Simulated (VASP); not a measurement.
# SiC: G0W0 quasiparticle levels with PBE

SiC:

```
Si C
1.0
     0.00000    2.17900    2.17900
     2.17900    0.00000    2.17900
     2.17900    2.17900    0.00000
Si C
1 1
Direct
  0.00000 0.00000 0.00000
  0.25000 0.25000 0.25000
```

- Program: VASP 6.6.1
- Task: G0W0 quasiparticle levels
- Functional: PBE
- Potentials or basis: VASP PAW PBE potentials, release 64 (Si_GW, C_GW)
- Cutoff: 500 eV
- k mesh: 2 × 2 × 2
- Occupations: gaussian, width 0.01 eV
- Spin: no spin polarisation
- Dipole correction: no
- GW scheme: G0W0
- GW iterations: 1
- Cutoff of the response function: 200
- Frequency points: 48
- Empty bands: 291
- Further INCAR settings: ALGO = EVGW0; EDIFF = 1e-08; NBANDS = 295

- Band gap on the k mesh, mean-field level: 0.94 eV, indirect (least direct gap 4.30 eV)
- Quasiparticle gap: 1.57 eV
- Least direct quasiparticle gap: 5.12 eV

Levels at points of the mesh, in eV from the valence-band top:
| k point | band 1 | band 2 | band 3 | band 4 | band 5 | band 6 | band 7 | band 8 |
| --- | --- | --- | --- | --- | --- | --- | --- | --- |
| (0.00, 0.00, 0.00) | -15.65 | 0.00 | 0.00 | 0.00 | 6.16 | 6.84 | 6.84 | 6.84 |
| (0.50, 0.00, 0.00) | -11.98 | -8.85 | -1.11 | -1.11 | 5.15 | 6.76 | 6.76 | 9.87 |
| (0.50, 0.50, 0.00) | -10.46 | -8.10 | -3.36 | -3.36 | 0.94 | 3.91 | 13.82 | 13.82 |

Run time: 29 s on 1 thread of Intel Xeon 8259CL, with other jobs on the host, peak memory 0.17 GiB.

Caveat: the k points lie up to 1.25 Å⁻¹ apart; bands, screening cutoff and mesh are small and nothing is extrapolated, so the quasiparticle values aren't converged. A k mesh can miss the band edges.
